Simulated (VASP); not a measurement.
# Cl (Fm-3m) in VASP: further runs

Cl is run at these levels: PBE; tasks: single point, relaxation of cell and atoms.

Everything below comes from runs of VASP 6.6.1. Logs are shortened: lines on timing, memory, paths and dates and some standing lists are left out, and cuts for length are marked.

### 1 The cell of the first run

The structure is cubic, space group Fm-3m (No. 225). Conventional cell: a = 4.395 Å, b = 4.395 Å, c = 4.395 Å, α = 90.00°, β = 90.00°, γ = 90.00°. Cl (site symmetry m-3m) has 12 Cl at 3.11 Å within 4.1 Å.

### 2 Single point, PBE

Input file INCAR:

```
SYSTEM = Cl
ALGO = Normal
EDIFF = 1E-6
ENCUT = 520
GGA = PE
ISIF = 2
ISMEAR = -1
LASPH = .True.
LCHARG = .True.
LELF = .True.
LREAL = .False.
LVHAR = .True.
LWAVE = .False.
NBANDS = 10
NELM = 100
PREC = Accurate
SIGMA = 0.05
```

Input file KPOINTS:

```
k-points
0
Gamma
  15 15 15
  0 0 0
```

Input file POSCAR:

```
Cl
1.0
    0.0000000000      2.1975866479      2.1975866479
    2.1975866479      0.0000000000      2.1975866479
    2.1975866479      2.1975866479      0.0000000000
Cl
1
Direct
    0.0000000000      0.0000000000      0.0000000000
```

Potentials or basis: VASP PAW PBE potentials, release 64 (Cl).

Run with:

```bash
> cat potpaw_PBE.64/Cl/POTCAR > POTCAR
> mpirun -np 1 vasp_std > vasp.out
```

OUTCAR:

```text
SYSTEM = Cl
   EDIFF = 1E-6
   ENCUT = 520
   GGA = PE
   ISIF = 2
   ISMEAR = -1
   LASPH = .True.
   LREAL = .False.
   NELM = 100
   PREC = Accurate

 ion  position               nearest neighbor table
   1  0.000  0.000  0.000-

  LATTYP: Found a face centered cubic cell.
 ALAT       =     4.3951732958

  Lattice vectors:

 A1 = (   0.0000000000,   2.1975866479,   2.1975866479)
 A2 = (   2.1975866479,   0.0000000000,   2.1975866479)
 A3 = (   2.1975866479,   2.1975866479,   0.0000000000)

Analysis of symmetry for initial positions (statically):
=====================================================================
 Subroutine PRICEL returns:
 Original cell was already a primitive cell.

 Routine SETGRP: Setting up the symmetry group for a
 face centered cubic supercell.

 Subroutine GETGRP returns: Found 48 space group operations
 (whereof 48 operations were pure point group operations)
 out of a pool of 48 trial point group operations.

The static configuration has the point symmetry O_h .

Analysis of symmetry for dynamics (positions and initial velocities):
=====================================================================
 Subroutine PRICEL returns:
 Original cell was already a primitive cell.

 Routine SETGRP: Setting up the symmetry group for a
 face centered cubic supercell.

 Subroutine GETGRP returns: Found 48 space group operations
 (whereof 48 operations were pure point group operations)
 out of a pool of 48 trial point group operations.

The dynamic configuration has the point symmetry O_h .

 Subroutine INISYM returns: Found 48 space group operations
 (whereof 48 operations are pure point group operations),
 and found     1 'primitive' translations

----------------------------------------------------------------------------------------

                                     Primitive cell

  volume of cell :      21.2260

  direct lattice vectors                    reciprocal lattice vectors
     0.000000000  2.197586648  2.197586648    -0.227522314  0.227522314  0.227522314
     2.197586648  0.000000000  2.197586648     0.227522314 -0.227522314  0.227522314
     2.197586648  2.197586648  0.000000000     0.227522314  0.227522314 -0.227522314

  length of vectors
     3.107856842  3.107856842  3.107856842     0.394080208  0.394080208  0.394080208

  position of ions in fractional coordinates (direct lattice)
     0.000000000  0.000000000  0.000000000

  ion indices of the primitive-cell ions
   primitive index   ion index
                 1           1

----------------------------------------------------------------------------------------

 KPOINTS: k-points

Automatic generation of k-mesh.
 Grid dimensions read from file:
 generate k-points for:   15   15   15

 Generating k-lattice:

  Cartesian coordinates                     Fractional coordinates (reciprocal lattice)
    -0.015168154  0.015168154  0.015168154     0.066666667  0.000000000  0.000000000
     0.015168154 -0.015168154  0.015168154     0.000000000  0.066666667  0.000000000
     0.015168154  0.015168154 -0.015168154     0.000000000  0.000000000  0.066666667

  Length of vectors
     0.026272014  0.026272014  0.026272014

  Shift w.r.t. Gamma in fractional coordinates (k-lattice)
     0.000000000  0.000000000  0.000000000

 Subroutine IBZKPT returns following result:
 ===========================================

 Found    120 irreducible k-points:

 Following reciprocal coordinates:
            Coordinates               Weight
  0.000000  0.000000  0.000000      1.000000
  0.066667  0.000000  0.000000      8.000000
  0.133333  0.000000  0.000000      8.000000
  0.200000  0.000000  0.000000      8.000000
  0.266667  0.000000  0.000000      8.000000
  0.333333  0.000000  0.000000      8.000000
[... 16 lines left out ...]
  0.133333  0.133333  0.000000      6.000000
  0.200000  0.133333  0.000000     24.000000
 [... further k-points ...]
   k-points           NKPTS =    120   k-points in BZ     NKDIM =    120   number of bands    NBANDS=     10
   number of dos      NEDOS =    301   number of ions     NIONS =      1
   total plane-waves  NPLWV =  13824
   dimension x,y,z NGX =    24 NGY =   24 NGZ =   24
   dimension x,y,z NGXF=    48 NGYF=   48 NGZF=   48
   ions per type =               1
   NGX,Y,Z   is equivalent  to a cutoff of  12.84, 12.84, 12.84 a.u.
   NGXF,Y,Z  is equivalent  to a cutoff of  25.68, 25.68, 25.68 a.u.
 SYSTEM =  Cl
   PREC   = accura    normal or accurate (medium, high low for compatibility)
   ISTART =      0    job   : 0-new  1-cont  2-samecut
   ICHARG =      2    charge: 1-file 2-atom 10-const
   ISPIN  =      1    spin polarized calculation?
   LNONCOLLINEAR =      F non collinear calculations
   LSORBIT =      F    spin-orbit coupling
   LASPH  =      T    aspherical Exc in radial PAW
   ENCUT  =  520.0 eV  38.22 Ry    6.18 a.u.   5.78  5.78  5.78*2*pi/ulx,y,z
   NELM   =    100;   NELMIN=  2; NELMDL= -5     # of ELM steps
   EDIFF  = 0.1E-05   stopping-criterion for ELM
   LREAL  =      F    real-space projection
   EDIFFG = 0.1E-04   stopping-criterion for IOM
   NSW    =      0    number of steps for IOM
   IBRION =     -1    ionic relax: 0-MD 1-quasi-New 2-CG
   NFREE  =      0    steps in history (QN), initial steepest desc. (CG)
   ISIF   =      2    stress and relaxation
   ISYM   =      2    0-nonsym 1-usesym 2-fastsym
   POTIM  = 0.5000    time-step for ionic-motion
   TEBEG  =    0.0;   TEEND  =   0.0 temperature during run
   PSTRESS=    0.0 pullay stress
   NELECT =       7.0000    total number of electrons
   NUPDOWN=      -1.0000    fix difference up-down
   EMIN   =  10.00;   EMAX   =-10.00  energy-range for DOS
   EFERMI =   0.00;   METHOD = LEGACY
   ISMEAR =    -1;   SIGMA  =   0.05  broadening in eV -4-tet -1-fermi 0-gaus
   EFERMI_NEDOS =   21; number of points for ismear=-14 and -15
   IALGO  =     38    algorithm
   IMIX   =      4    mixing-type and parameters
     AMIX     =   0.40;   BMIX     =  1.00
     AMIX_MAG =   1.60;   BMIX_MAG =  1.00
  volume/ion in A,a.u.               =      21.23       143.24
  Fermi-wavevector in a.u.,A,eV,Ry     =   1.131058  2.137390 17.405824  1.279292
  Thomas-Fermi vector in A             =   2.267756
   LORBIT       =      0    0 simple, 1 ext, 2 COOP (PROOUT), +10 PAW based schemes
   GGA     = PE    functional components
[... 5 lines left out ...]
 non-spin polarized calculation
  energy-cutoff  :      520.00
  volume of cell :       21.23
 maximum number of plane-waves:       586
   NGX = 11   NGY = 11   NGZ = 11

 number of electron       7.0000002 magnetization

 Free energy of the ion-electron system (eV)
  ---------------------------------------------------
  ext. energy  EPLUGINS =         0.00000000
  ---------------------------------------------------
  free energy    TOTEN  =        -0.92625639 eV

  energy without entropy =       -0.90965795  energy(sigma->0) =       -0.91795717

 E-fermi :   1.6958     XC(G=0):  -9.5567

 val. band max:        1.6917330606   @ k =   0.3333   0.1333   0.0000
 cond. band min:       1.6998799054   @ k =   0.4000   0.2000   0.0667
 fundamental gap:      0.0081468448
 Fermi energy:         1.6958054487

 k-point     1 :       0.0000    0.0000    0.0000
  band No.  band energies     occupation
      1     -13.5898      2.00000
      2       2.4868      0.00000
      3       2.4868      0.00000
      4       2.4868      0.00000
      5      11.6074      0.00000
      6      15.7685      0.00000
      7      15.7685      0.00000
      8      15.7685      0.00000
      9      19.6780      0.00000
     10      19.6780      0.00000

 k-point     2 :       0.0667    0.0000    0.0000
  band No.  band energies     occupation
      1     -13.5345      2.00000
      2       2.1963      0.00009
      3       2.4582      0.00000
      4       2.4582      0.00000
      5      11.8611      0.00000
      6      15.5430      0.00000
      7      15.8759      0.00000
      8      15.8759      0.00000
      9      19.4724      0.00000
     10      19.4724      0.00000

 k-point     3 :       0.1333    0.0000    0.0000
  band No.  band energies     occupation
      1     -13.3733      2.00000
      2       1.4396      1.98817
      3       2.3792      0.00000
      4       2.3792      0.00000
      5      12.4166      0.00000
      6      15.1773      0.00000
      7      16.1249      0.00000
      8      16.1249      0.00000
      9      19.0797      0.00000
     10      19.0797      0.00000

 k-point     4 :       0.2000    0.0000    0.0000
  band No.  band energies     occupation
      1     -13.1205      2.00000
      2       0.4403      2.00000
      3       2.2678      0.00002
      4       2.2678      0.00002
      5      12.7043      0.00000
      6      15.3297      0.00000
      7      16.2585      0.00000
      8      16.2585      0.00000
      9      18.9891      0.00000
     10      18.9891      0.00000

 k-point     5 :       0.2667    0.0000    0.0000
  band No.  band energies     occupation
      1     -12.8034      2.00000
      2      -0.6082      2.00000
      3       2.1463      0.00024
      4       2.1463      0.00024
      5      12.4849      0.00000
      6      16.0536      0.00000
      7      16.0536      0.00000
      8      16.1895      0.00000
      9      19.5409      0.00000
     10      19.5409      0.00000

 k-point     6 :       0.3333    0.0000    0.0000
  band No.  band energies     occupation
      1     -12.4663      2.00000
      2      -1.5591      2.00000
      3       2.0360      0.00221
      4       2.0360      0.00221
      5      12.1369      0.00000
      6      15.6907      0.00000
      7      15.6907      0.00000
      8      17.2226      0.00000
      9      20.5606      0.00000
     10      20.5606      0.00000

 k-point     7 :       0.4000    0.0000    0.0000
  band No.  band energies     occupation
      1     -12.1729      2.00000
      2      -2.2886      2.00000
      3       1.9535      0.01149
      4       1.9535      0.01149
      5      11.8621      0.00000
      6      15.3799      0.00000
      7      15.3799      0.00000
      8      17.9963      0.00000
      9      21.7276      0.00000
     10      21.7276      0.00000

 k-point     8 :       0.4667    0.0000    0.0000
  band No.  band energies     occupation
      1     -11.9982      2.00000
      2      -2.6887      2.00000
      3       1.9096      0.02742
      4       1.9096      0.02742
      5      11.7172      0.00000
      6      15.2096      0.00000
      7      15.2096      0.00000
      8      18.3430      0.00000
      9      22.6153      0.00000
     10      22.6913      0.00000

 k-point     9 :       0.0667    0.0667    0.0000
  band No.  band energies     occupation
      1     -13.5161      2.00000
      2       2.2148      0.00006
      3       2.3913      0.00000
      4       2.3913      0.00000
      5      11.9493      0.00000
      6      15.3340      0.00000
      7      15.9855      0.00000
      8      15.9855      0.00000
      9      19.0323      0.00000
     10      19.7760      0.00000
[... 118 lines left out ...]
 k-point    19 :      -0.2667    0.0667    0.0000
  band No.  band energies     occupation
      1     -12.6510      2.00000
      2      -0.9262      2.00000
      3       1.8000      0.22147
      4       2.1833      0.00012
      5      12.6163      0.00000
      6      15.7426      0.00000
      7      16.0094      0.00000
      8      16.2384      0.00000
      9      19.0626      0.00000
     10      20.9615      0.00000

 k-point    20 :      -0.2000    0.0667    0.0000
  band No.  band energies     occupation
      1     -12.9768      2.00000
      2       0.0682      2.00000
      3       1.9374      0.01583
      4       2.3102      0.00001
      5      12.9188      0.00000
      6      15.2304      0.00000
      7      16.1789      0.00000
      8      16.3316      0.00000
      9      18.2977      0.00000
     10      20.0314      0.00000

 k-point    21 :      -0.1333    0.0667    0.0000
  band No.  band energies     occupation
      1     -13.2519      2.00000
      2       1.0477      2.00000
      3       2.1037      0.00057
      4       2.4113      0.00000
      5      12.7902      0.00000
      6      14.8652      0.00000
      7      16.2730      0.00000
      8      16.3376      0.00000
      9      18.3050      0.00000
     10      19.5599      0.00000

 k-point    22 :      -0.0667    0.0667    0.0000
  band No.  band energies     occupation
      1     -13.4439      2.00000
      2       1.8225      0.14707
      3       2.2898      0.00001
      4       2.4650      0.00000
      5      12.2330      0.00000
      6      15.1896      0.00000
      7      15.9990      0.00000
      8      16.1430      0.00000
      9      18.8706      0.00000
     10      19.5409      0.00000

 k-point    23 :       0.1333    0.1333    0.0000
  band No.  band energies     occupation
      1     -13.3011      2.00000
      2       1.5201      1.94222
      3       2.1331      0.00032
      4       2.1331      0.00032
      5      12.7408      0.00000
      6      14.3867      0.00000
      7      16.6085      0.00000
      8      16.6085      0.00000
      9      17.6726      0.00000
     10      20.0645      0.00000

 k-point    24 :       0.2000    0.1333    0.0000
  band No.  band energies     occupation
      1     -13.1139      2.00000
      2       0.8747      2.00000
      3       1.9709      0.00812
      4       2.0199      0.00306
      5      13.1413      0.00000
      6      13.9840      0.00000
      7      16.5159      0.00000
      8      16.9831      0.00000
      9      17.6866      0.00000
     10      20.2056      0.00000

 [... further k-points ...]
[... 5 lines left out ...]
  --------------------------------------------------------------------------------------
  -------------------------------------------------------------------------------------
  Total       -0.0098411     -0.0098411     -0.0098411     -0.0000000      0.0000000      0.0000000
  in kB       -0.7428227     -0.7428227     -0.7428227     -0.0000000      0.0000000      0.0000000
  external PRESSURE =      -0.7428227 kB  Pullay stress =       0.0000000 kB

 VOLUME and BASIS-vectors are now :
 -----------------------------------------------------------------------------
  energy-cutoff  :      520.00
  volume of cell :       21.23
      direct lattice vectors                 reciprocal lattice vectors
     0.000000000  2.197586648  2.197586648    -0.227522314  0.227522314  0.227522314
     2.197586648  0.000000000  2.197586648     0.227522314 -0.227522314  0.227522314
     2.197586648  2.197586648  0.000000000     0.227522314  0.227522314 -0.227522314

 POSITION                                       TOTAL-FORCE (eV/Angst)
 -----------------------------------------------------------------------------------
      0.00000      0.00000      0.00000         0.000000      0.000000      0.000000
 -----------------------------------------------------------------------------------
    total drift:                               -0.000000      0.000000      0.000000

  FREE ENERGIE OF THE ION-ELECTRON SYSTEM (eV)
  ---------------------------------------------------
  free  energy   TOTEN  =        -0.9262563924 eV

  energy  without entropy=       -0.9096579512  energy(sigma->0) =       -0.91795717
```

It took 31 s on 1 thread of AMD EPYC, shared host; peak memory 0.11 GiB.

What came out:

```
Free energy : -0.9263 eV
Pressure    : -0.1 GPa
```

Levels at points of the mesh, in eV from the Fermi level:
| k point | band 2 | band 3 | band 4 | band 5 | band 6 | band 7 |
| --- | --- | --- | --- | --- | --- | --- |
| (0.00, 0.00, 0.00) | 0.79 | 0.79 | 0.79 | 9.91 | 14.07 | 14.07 |

Caveat: an odd number of electrons without spin polarisation forces a metal; a magnetic or distorted state may lie lower.

### 3 Single point, PBE

Input file INCAR:

```
PREC     = Accurate       # precision mode
ENCUT    = 520            # plane-wave cutoff, eV
EDIFF    = 1E-6           # SCF threshold, eV
ISMEAR   = -1             # smearing method
SIGMA    = 0.05           # smearing width, eV
LREAL    = F              # projectors in reciprocal space
LASPH    = T              # aspherical terms in the spheres
NELM     = 60             # most SCF steps
ALGO     = Normal         # electronic algorithm
ISIF     = 2              # what is computed and relaxed
LWAVE    = F              # write WAVECAR
LCHARG   = F              # write CHGCAR
GGA      = PE             # functional
NBANDS   = 10             # bands
```

Input file KPOINTS:

```
regular mesh
0
Gamma
  15 15 15
```

POSCAR is that of step 2.

Potentials or basis: VASP PAW PBE potentials, release 64 (Cl).

Run with:

```bash
> cat potpaw_PBE.64/Cl/POTCAR > POTCAR
> mpirun -np 1 vasp_std > vasp.out
```

It took 30 s on 1 thread of AMD EPYC, shared host; peak memory 0.11 GiB.

Results (log left out):

```
Free energy : -0.9263 eV
Pressure    : -0.1 GPa
```

Levels at points of the mesh, in eV from the Fermi level:
| k point | band 1 | band 2 | band 3 | band 4 | band 5 | band 6 | band 7 | band 8 |
| --- | --- | --- | --- | --- | --- | --- | --- | --- |
| (0.00, 0.00, 0.00) | -15.29 | 0.79 | 0.79 | 0.79 | 9.91 | 14.07 | 14.07 | 14.07 |

Caveat: an odd number of electrons without spin polarisation forces a metal; a magnetic or distorted state may lie lower.

### 4 Relaxation of cell and atoms, PBE

This run uses another cell than the first one, of 22.00 Å³/atom, 1.036 times its volume.

Input file INCAR:

```
SYSTEM = Cl
PREC = Accurate ; ENCUT = 600
EDIFF = 1E-7 ; ISMEAR = -1
SIGMA = 0.05 ; LREAL = .False.
LASPH = .True. ; NELM = 100
ALGO = Normal ; ISIF = 3
LWAVE = .False. ; LCHARG = .False.
GGA = PE ; IBRION = 2
NSW = 60 ; EDIFFG = -0.005
```

Input file KPOINTS:

```
regular mesh
0
Gamma
  15 15 15
  0 0 0
```

Input file POSCAR:

```
Cl
1.0
    0.0000000000      2.2239800906      2.2239800906
    2.2239800906      0.0000000000      2.2239800906
    2.2239800906      2.2239800906      0.0000000000
Cl
1
Direct
    0.0000000000      0.0000000000      0.0000000000
```

Run with:

```bash
> cat potpaw_PBE.64/Cl/POTCAR > POTCAR
> mpirun -np 1 vasp_std > vasp.out
```

Wall time 26 s (1 thread of Intel Xeon Platinum 8488C (Sapphire Rapids), shared host); peak memory 0.16 GiB.

It converged, with:

```yaml
Free_energy: -0.9264 eV
Relaxed_volume: 21.24 Å³/atom
Relaxed_cell: a = 3.109 Å, b = 3.109 Å, c = 3.109 Å, α = 60.00°, β = 60.00°, γ = 60.00°
Space_group_after_relaxing_to_0.05_Å: Fm-3m (No. 225)
Energy_gained_by_relaxing: 2.5 meV/atom
Ionic_steps: 3
Pressure_after_relaxing: 0.0 GPa
```

Step by step:
```
step  energy change (eV)  largest force (eV/Å)  pressure (GPa)  volume (Å³)
   1              0.0000                0.0000           -1.00        22.00
   2             -0.0020                0.0000           -0.47        21.57
   3             -0.0025                0.0000           -0.02        21.24
```

Final structure:
```
Cl
1.0
     0.00000    2.19810    2.19810
     2.19810    0.00000    2.19810
     2.19810    2.19810    0.00000
Cl
1
Direct
  0.00000 0.00000 0.00000
```

Levels at points of the mesh, in eV from the Fermi level:
| k point | band 1 | band 2 | band 3 | band 4 | band 5 | band 6 | band 7 |
| --- | --- | --- | --- | --- | --- | --- | --- |
| (0.00, 0.00, 0.00) | -15.28 | 0.79 | 0.79 | 0.79 | 9.91 | 14.07 | 14.07 |

Caveat: an odd number of electrons without spin polarisation forces a metal; a magnetic or distorted state may lie lower.
